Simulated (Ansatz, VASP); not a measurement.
This is a calculation of CoO for VASP 6.6.1.

Contents of INCAR:

```
PREC     = Accurate       # precision mode
ENCUT    = 600            # plane-wave cutoff, eV
EDIFF    = 1E-7           # SCF threshold, eV
ISMEAR   = -1             # smearing method
SIGMA    = 0.05           # smearing width, eV
LREAL    = F              # projectors in reciprocal space
LASPH    = T              # aspherical terms in the spheres
NELM     = 150            # most SCF steps
ALGO     = Normal         # electronic algorithm
ISIF     = 3              # what is computed and relaxed
LWAVE    = F              # write WAVECAR
LCHARG   = F              # write CHGCAR
ISPIN    = 2              # spin polarisation
MAGMOM   = 2 0            # initial moments
LORBIT   = 11             # projections on sites
LMAXMIX  = 4              # l up to which the mixer works
GGA      = PS             # functional
IVDW     = 12             # dispersion correction
IBRION   = 2              # ionic algorithm
NSW      = 60             # ionic steps
EDIFFG   = -0.01          # ionic threshold
```

Contents of KPOINTS:

```
regular mesh
0
Gamma
  12 12 12
```

The input POSCAR:

```
CoO
1.0
   -1.5080000000      1.5080000000      2.1072475377
    1.5080000000     -1.5080000000      2.1072475377
    1.5080000000      1.5080000000     -2.1072475377
Co O
1 1
Direct
    0.0000000000      0.0000000000      0.0000000000
    0.5000000000      0.5000000000      0.0000000000
```

Potentials or basis: VASP PAW PBE potentials, release 64 (Co, O).

Command:

```console
$ cat potpaw_PBE.64/Co/POTCAR potpaw_PBE.64/O/POTCAR > POTCAR
$ mpirun -np 1 vasp_std > vasp.out
```

Task: Set up the same calculation for Ansatz 0.2.0. Potentials there: Ansatz PAW.

Result: As run (the cutoff follows the program's own potentials):

Contents of input.yaml:

```yaml
crystal:
  lattice:
    - [-1.508, 1.508, 2.1072475377]
    - [1.508, -1.508, 2.1072475377]
    - [1.508, 1.508, -2.1072475377]
  atoms:
    - { symbol: Co, position: [0.0, 0.0, 0.0], spin: 2.0 }
    - { symbol: O, position: [0.5, 0.5, 0.0] }
hamiltonian:
  xc: pbesol
  pseudopotentials: { kind: paw }
  dispersion: d3bj
magnetization:
  spin_polarized: true
kpoints:
  mp_grid: { grid: [12, 12, 12] }
scf:
  occupations: { method: fermi_dirac, width: 0.05 }
output:
  forces: true
  stress: true
  eigenvalues: true
relax:
  f_tol: 0.01
  max_steps: 40
  cell: { stress_tol: 0.05 }
```

Potentials or basis: Ansatz PAW.

The run is started by

```bash
$ ansatz run input.yaml --threads 2 --pin off --max-ram 5632MiB --backend cpu --events-out ev --progress --plain --runs-dir out
```

Both were run:

|  | VASP | Ansatz | Ansatz less VASP |
| --- | --- | --- | --- |
| gap on the k mesh at the Fermi level, each at its own relaxed structure (eV) | none | none | - |
| net moment per atom (μB) | 1.46 | 1.48 | +0.012 |
| size of the moment on the site where the two differ most (μB) | 2.56 | 2.50 | -0.065 |
| relaxed volume (Å³/atom) | 9.61 | 9.61 | +0.001 |
| relaxed length of the cell vector where the two differ most in proportion (Å) | 3.001 | 3.006 | +0.0047 |

VASP's potentials were made for PBE, not for PBEsol. Site moments also hang on the region over which each program counts them. A gap of «none» marks a metal or a gap that the smearing closes. VASP's potentials hold 15 valence electrons a cell and Ansatz's 23, so a difference there can come from the potentials and not from the codes.

Noted on Ansatz's run: the plane-wave basis is chosen anew once the cell has moved, so the energies of steps on either side of that aren't comparable.
